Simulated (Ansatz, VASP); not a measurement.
MnHg in VASP and in Ansatz

```xyz
2
Lattice="3.3150 0.0000 0.0000 0.0000 3.3150 0.0000 0.0000 0.0000 3.3150" Properties=species:S:1:pos:R:3 pbc="T T T"
Mn    1.7105    2.7548    4.5714
Hg    0.0530    1.0973    2.9139
```

Alike in both runs: task single point; functional LDA; k mesh 4 × 4 × 4; occupations fermi-dirac, width 0.098 eV; collinear spin.

|  | VASP | Ansatz |
| --- | --- | --- |
| version | VASP 6.6.1 | Ansatz 0.2.0 |
| potentials or method | VASP PAW LDA potentials, release 64 (Mn_pv, Hg), cutoff 500 eV | scalar-relativistic, plane waves, PAW |
| valence electrons in the cell | 25 | 35 |

```csv
,VASP,Ansatz,Ansatz less VASP
gap on the k mesh at the Fermi level (eV),none,none,-
pressure (GPa),-10.1,-10.6,-0.46
net moment per atom (μB),1.85,1.86,+0.003
size of the moment on the site where the two differ most (μB),3.60,3.67,+0.080
```

LDA's correlation is that of Perdew and Zunger in VASP and of Perdew and Wang (1992) in Ansatz. Site moments also hang on the region over which each program counts them. A gap of «none» marks a metal or a gap that the smearing closes. VASP's potentials hold 25 valence electrons a cell and Ansatz's 35, so a difference there can come from the potentials and not from the codes. Ansatz's warnings: force scf threshold loose, stress scf threshold loose.

The k mesh is coarse, so the values compare programs but aren't converged. Neither program's run includes spin-orbit coupling.
